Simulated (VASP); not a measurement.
# MgI2 in VASP: further runs, part 2 of 2

VASP 6.6.1. Earlier steps stand in the parts before.

### Step 3. Single point, PBE+D3(BJ)

Contents of INCAR:

```
SYSTEM = MgI2
ALGO     = Normal         ! electronic algorithm
DIPOL    = 0.5 0.5 0.500
EDIFF    = 1E-6           ! SCF threshold, eV
ENCUT    = 520            ! plane-wave cutoff, eV
GGA      = PE             ! functional
IDIPOL   = 3            
ISIF     = 2              ! what is computed and relaxed
ISMEAR   = 0              ! smearing method
IVDW     = 12             ! dispersion correction
LASPH    = .TRUE.         ! aspherical terms in the spheres
LCHARG   = .FALSE.        ! write CHGCAR
LDIPOL   = .TRUE.       
LREAL    = .FALSE.        ! projectors in reciprocal space
LWAVE    = .FALSE.        ! write WAVECAR
NBANDS   = 15             ! bands
NELM     = 100            ! most SCF steps
PREC     = Accurate       ! precision mode
SIGMA    = 0.05           ! smearing width, eV
```

Contents of KPOINTS:

```
k-points
0
G
  9 9 1
  0 0 0
```

Contents of POSCAR:

```
MgI2
1.0
    4.1376793489      0.0000000000      0.0000000000
   -2.0688396744      3.5833354288      0.0000000000
    0.0000000000      0.0000000000     21.3639861343
I Mg
2 1
Direct
    0.3333333333      0.6666666667      0.4212696986
    0.6666666667      0.3333333333      0.5787303014
    0.0000000000      0.0000000000      0.4999999951
```

Potentials or basis: VASP PAW PBE potentials, release 64 (I, Mg).

Started as:

```sh
> cat potpaw_PBE.64/I/POTCAR potpaw_PBE.64/Mg/POTCAR > POTCAR
> mpirun -np 1 vasp_std > vasp.out
```

OUTCAR:

```text
SYSTEM = MgI2
   EDIFF = 1E-6
   ENCUT = 520
   GGA = PE
   ISIF = 2
   ISMEAR = 0
   IVDW = 12
   LASPH = .TRUE.
   LREAL = .FALSE.
   NELM = 100
   PREC = Accurate
 IVDW          = 12

 ion  position               nearest neighbor table
   1  0.333  0.667  0.421-   3 2.92   3 2.92   3 2.92
   2  0.667  0.333  0.579-   3 2.92   3 2.92   3 2.92
   3  0.000  0.000  0.500-   1 2.92   1 2.92   1 2.92   2 2.92   2 2.92   2 2.92

  LATTYP: Found a hexagonal cell.
 ALAT       =     4.1376793489
 C/A-ratio  =     5.1632773671

  Lattice vectors:

 A1 = (   4.1376793489,   0.0000000000,   0.0000000000)
 A2 = (  -2.0688396744,   3.5833354288,   0.0000000000)
 A3 = (   0.0000000000,   0.0000000000,  21.3639861343)

Analysis of symmetry for initial positions (statically):
=====================================================================
 Subroutine PRICEL returns:
 Original cell was already a primitive cell.

 Routine SETGRP: Setting up the symmetry group for a
 hexagonal supercell.

 Subroutine GETGRP returns: Found 12 space group operations
 (whereof 12 operations were pure point group operations)
 out of a pool of 24 trial point group operations.

The static configuration has the point symmetry D_3d.

Analysis of symmetry for dynamics (positions and initial velocities):
=====================================================================
 Subroutine PRICEL returns:
 Original cell was already a primitive cell.

 Routine SETGRP: Setting up the symmetry group for a
 hexagonal supercell.

 Subroutine GETGRP returns: Found 12 space group operations
 (whereof 12 operations were pure point group operations)
 out of a pool of 24 trial point group operations.

The dynamic configuration has the point symmetry D_3d.

 Subroutine INISYM returns: Found 12 space group operations
 (whereof 12 operations are pure point group operations),
 and found     1 'primitive' translations

----------------------------------------------------------------------------------------
[... 122 lines left out ...]

 dipolmoment           0.000000      0.000000      0.000000 electrons x Angstroem

 Free energy of the ion-electron system (eV)
  ---------------------------------------------------
  ext. energy  EPLUGINS =         0.00000000
  ---------------------------------------------------
  free energy    TOTEN  =        -7.72374983 eV

  energy without entropy =       -7.72374983  energy(sigma->0) =       -7.72374983

 E-fermi :  -3.2940     XC(G=0):  -3.1055

 val. band max:       -3.5746428259   @ k =   0.0000   0.0000   0.0000
 cond. band min:       0.1026767109   @ k =   0.4444  -0.0000   0.0000
 fundamental gap:      3.6773195368
 Fermi energy:        -3.2939829502

 k-point     1 :       0.0000    0.0000    0.0000
  band No.  band energies     occupation
      1     -15.4825      2.00000
      2     -14.9622      2.00000
      3      -6.6309      2.00000
      4      -4.3040      2.00000
      5      -3.8457      2.00000
      6      -3.8457      2.00000
      7      -3.5746      2.00000
      8      -3.5746      2.00000
      9       0.4899      0.00000
     10       1.3570      0.00000
     11       2.4094      0.00000
     12       2.4097      0.00000
     13       3.0863      0.00000
     14       3.1713      0.00000
[... 185 lines left out ...]
      2     -14.6678      2.00000
      3      -6.7253      2.00000
      4      -6.0381      2.00000
      5      -6.0381      2.00000
      6      -5.5509      2.00000
      7      -4.3824      2.00000
      8      -4.3824      2.00000
      9       0.8302      0.00000
     10       2.8142      0.00000
     11       2.8142      0.00000
     12       4.4394      0.00000
     13       4.4494      0.00000
     14       4.8283      0.00000
     15       4.8283      0.00000

------------------------ aborting loop because EDIFF is reached ----------------------------------------

 vacuum level on the upper side and lower side of the slab       (xc-potential included)        -0.174        -0.174

 Edisp (eV)   -0.70358

 E8    (eV) :    -0.3325

  FORCE on cell =-STRESS in cart. coord.  units (eV):
  Direction    XX          YY          ZZ          XY          YZ          ZX
  --------------------------------------------------------------------------------------
  -------------------------------------------------------------------------------------
  Total      -0.11353    -0.11353    -0.07586    -0.00000     0.00000    -0.00000
  in kB      -0.57422    -0.57422    -0.38372    -0.00000     0.00000    -0.00000
  external pressure =       -0.51 kB  Pullay stress =        0.00 kB

 VOLUME and BASIS-vectors are now :
 -----------------------------------------------------------------------------
  energy-cutoff  :      520.00
  volume of cell :      316.76
      direct lattice vectors                 reciprocal lattice vectors
     4.137679349  0.000000000  0.000000000     0.241681367  0.139534802  0.000000000
    -2.068839674  3.583335429  0.000000000     0.000000000  0.279069604  0.000000000
     0.000000000  0.000000000 21.363986134     0.000000000  0.000000000  0.046807744

 POSITION                                       TOTAL-FORCE (eV/Angst)
 -----------------------------------------------------------------------------------
     -0.00000      2.38889      9.00000         0.000000      0.000000      0.020916
      2.06884      1.19445     12.36399         0.000000     -0.000000     -0.020916
      0.00000      0.00000     10.68199        -0.000000      0.000000     -0.000000
 -----------------------------------------------------------------------------------
    total drift:                                0.000000     -0.000000      0.000005

  FREE ENERGIE OF THE ION-ELECTRON SYSTEM (eV)
  ---------------------------------------------------
  free  energy   TOTEN  =        -8.4273325217 eV

  energy  without entropy=       -8.4273325217  energy(sigma->0) =       -8.42733252

 vacuum level on the upper side and lower side of the slab         2.612         2.612
```

OSZICAR:

```text
N       E                     dE             d eps       ncg     rms          rms(c)
DAV:   1     0.104584272638E+03    0.10458E+03   -0.45441E+03   360   0.729E+02
DAV:   2     0.442151958041E+01   -0.10016E+03   -0.91919E+02   651   0.117E+02
DAV:   3    -0.751278406809E+01   -0.11934E+02   -0.11848E+02   486   0.498E+01
[... 11 lines left out ...]
DAV:  15    -0.772373375786E+01   -0.23980E-05   -0.24848E-07   404   0.234E-03    0.149E-02
DAV:  16    -0.772374539429E+01   -0.11636E-04   -0.16436E-06   391   0.457E-03    0.271E-03
DAV:  17    -0.772374731535E+01   -0.19211E-05   -0.13791E-07   376   0.165E-03    0.487E-03
DAV:  18    -0.772374905679E+01   -0.17414E-05   -0.57490E-08   348   0.110E-03    0.741E-04
DAV:  19    -0.772374982867E+01   -0.77188E-06   -0.29290E-08   369   0.662E-04
   1 F= -.84273325E+01 E0= -.84273325E+01  d E =-.144414E-16
```

stdout:

```text
POSCAR found type information on POSCAR I Mg
 POSCAR found :  2 types and       3 ions
 scaLAPACK will be used
 LDA part: xc-table for (Slater+PW92), standard interpolation
 POSCAR, INCAR and KPOINTS ok, starting setup
 FFT: planning ... GRIDC
 FFT: planning ... GRID_SOFT
 FFT: planning ... GRID
 WAVECAR not read
 entering main loop
```

Run time: 95 s. Hardware: 1 thread of Intel Xeon Platinum 8488C (Sapphire Rapids), shared host; peak memory 0.44 GiB.

Results:

```yaml
Free_energy: -8.4273 eV
Largest_force: 0.021 eV/Å
Band_gap_on_the_k_mesh: 3.68 eV (least direct gap 4.06 eV)
Dispersion_energy_per_atom: -0.235 eV
```

Forces in eV/Å, atoms in the order of the input:
```
I    0.000  0.000  0.021
I    0.000  0.000 -0.021
Mg   0.000  0.000  0.000
```

Levels at points of the mesh, in eV from the valence-band top:
```tsv
k point	band 5	band 6	band 7	band 8	band 9	band 10	band 11	band 12
(0.00, 0.00, 0.00)	-0.27	-0.27	0.00	0.00	4.06	4.93	5.98	5.98
```

Caveat: spin-orbit coupling is left out, which moves the levels of the heavy elements.

### Step 4. Single point, PBE+D3(BJ)

This run uses another cell than the first one.

Contents of INCAR:

```
PREC = Accurate ; ENCUT = 520
EDIFF = 1E-7 ; ISMEAR = 0
SIGMA = 0.05 ; LREAL = F
LASPH = T ; NELM = 80
ALGO = Normal ; ISIF = 2
LWAVE = F ; LCHARG = F
LDIPOL = T ; IDIPOL = 3
DIPOL = 0.5 0.5 0.500 ; GGA = PE
IVDW = 12 ; NBANDS = 15
```

Contents of KPOINTS:

```
regular mesh
0
Gamma
  9 9 1
```

Contents of POSCAR:

```
MgI2
1.0
    4.1537001200      0.0000000000      0.0000000000
   -2.0768500600      3.5972098200      0.0000000000
    0.0000000000      0.0000000000     21.3262859737
I Mg
2 1
Direct
    0.3333333300      0.6666666700      0.4220144103
    0.6666666700      0.3333333300      0.5779855897
    0.0000000000      0.0000000000      0.5000000000
```

Potentials or basis: VASP PAW PBE potentials, release 64 (I, Mg).

Started as:

```sh
> cat potpaw_PBE.64/I/POTCAR potpaw_PBE.64/Mg/POTCAR > POTCAR
> mpirun -np 1 vasp_std > vasp.out
```

OUTCAR:

```text
PREC = Accurate
   ENCUT = 520
   EDIFF = 1E-7
   ISMEAR = 0
   LREAL = F
   LASPH = T
   NELM = 80
   ISIF = 2
   GGA = PE
   IVDW = 12
 IVDW          = 12

 ion  position               nearest neighbor table
   1  0.333  0.667  0.422-   3 2.92   3 2.92   3 2.92
   2  0.667  0.333  0.578-   3 2.92   3 2.92   3 2.92
   3  0.000  0.000  0.500-   1 2.92   2 2.92   1 2.92   2 2.92   2 2.92   1 2.92

  LATTYP: Found a hexagonal cell.
 ALAT       =     4.1537001200
 C/A-ratio  =     5.1342863851

  Lattice vectors:

[... 400 lines left out ...]

  FORCE on cell =-STRESS in cart. coord.  units (eV):
  Direction    XX          YY          ZZ          XY          YZ          ZX
  --------------------------------------------------------------------------------------
  -------------------------------------------------------------------------------------
  Total      -0.16029    -0.16029     0.15159    -0.00000     0.00000    -0.00000
  in kB      -0.80592    -0.80592     0.76218    -0.00000     0.00000    -0.00000
  external pressure =       -0.28 kB  Pullay stress =        0.00 kB

 VOLUME and BASIS-vectors are now :
 -----------------------------------------------------------------------------
  energy-cutoff  :      520.00
  volume of cell :      318.65
      direct lattice vectors                 reciprocal lattice vectors
     4.153700120  0.000000000  0.000000000     0.240749205  0.138996618  0.000000000
    -2.076850060  3.597209820  0.000000000     0.000000000  0.277993236  0.000000000
     0.000000000  0.000000000 21.326285974     0.000000000  0.000000000  0.046890490

 POSITION                                       TOTAL-FORCE (eV/Angst)
 -----------------------------------------------------------------------------------
     -0.00000      2.39814      9.00000         0.000000      0.000000     -0.047306
      2.07685      1.19907     12.32629        -0.000000     -0.000000      0.047306
      0.00000      0.00000     10.66314         0.000000      0.000000      0.000000
 -----------------------------------------------------------------------------------
    total drift:                               -0.000000     -0.000000      0.000000

  FREE ENERGIE OF THE ION-ELECTRON SYSTEM (eV)
  ---------------------------------------------------
  free  energy   TOTEN  =        -8.4258022892 eV

  energy  without entropy=       -8.4258022892  energy(sigma->0) =       -8.42580229

 vacuum level on the upper side and lower side of the slab         2.726         2.726
```

stdout:

```text
POSCAR found type information on POSCAR I Mg
 POSCAR found :  2 types and       3 ions
 scaLAPACK will be used
 LDA part: xc-table for (Slater+PW92), standard interpolation
 POSCAR, INCAR and KPOINTS ok, starting setup
 FFT: planning ... GRIDC
 FFT: planning ... GRID_SOFT
 FFT: planning ... GRID
 WAVECAR not read
 entering main loop
```

It took 2.1 min on 1 thread of Intel Xeon Platinum 8488C (Sapphire Rapids), shared host; peak memory 0.43 GiB.

What came out:

```yaml
Free_energy: -8.4258 eV
Largest_force: 0.047 eV/Å
Band_gap_on_the_k_mesh: 3.71 eV (least direct gap 4.09 eV)
Dispersion_energy_per_atom: -0.234 eV
```

Forces in eV/Å, atoms in the order of the input:
```
I    0.000  0.000 -0.047
I    0.000  0.000  0.047
Mg   0.000  0.000  0.000
```

Levels at points of the mesh, in eV from the valence-band top:
```csv
k point,band 6,band 7,band 8,band 9,band 10,band 11
"(0.00, 0.00, 0.00)",-0.28,0.00,0.00,4.09,4.93,6.03
```

Caveat: spin-orbit coupling is left out, which moves the levels of the heavy elements.

### Step 5. The runs side by side

| cell | gap on the mesh (eV) | largest force (eV/Å) |
| --- | --- | --- |
| a = 4.138, b = 4.138, c = 21.326 Å, angles 90.0, 90.0, 120.0°, 3 atoms, atomic positions A | 3.68 | 0.02 |
| a = 4.138, b = 4.138, c = 21.364 Å, angles 90.0, 90.0, 120.0°, 3 atoms, atomic positions A | 3.68 | 0.02 |
| a = 4.154, b = 4.154, c = 21.326 Å, angles 90.0, 90.0, 120.0°, 3 atoms, atomic positions B | 3.71 | 0.05 |

Alike in all rows: task single point; level PBE+D3(BJ); potentials or basis VASP PAW PBE potentials, release 64 (I, Mg); no spin polarisation; k mesh 9 × 9 × 1; cutoff (eV) 520; smearing gaussian 0.05 eV.

Caveats: spin-orbit coupling is left out, which moves the levels of the heavy elements.

Total energies depend on the potentials used, so only differences within one code and one set of settings carry meaning.
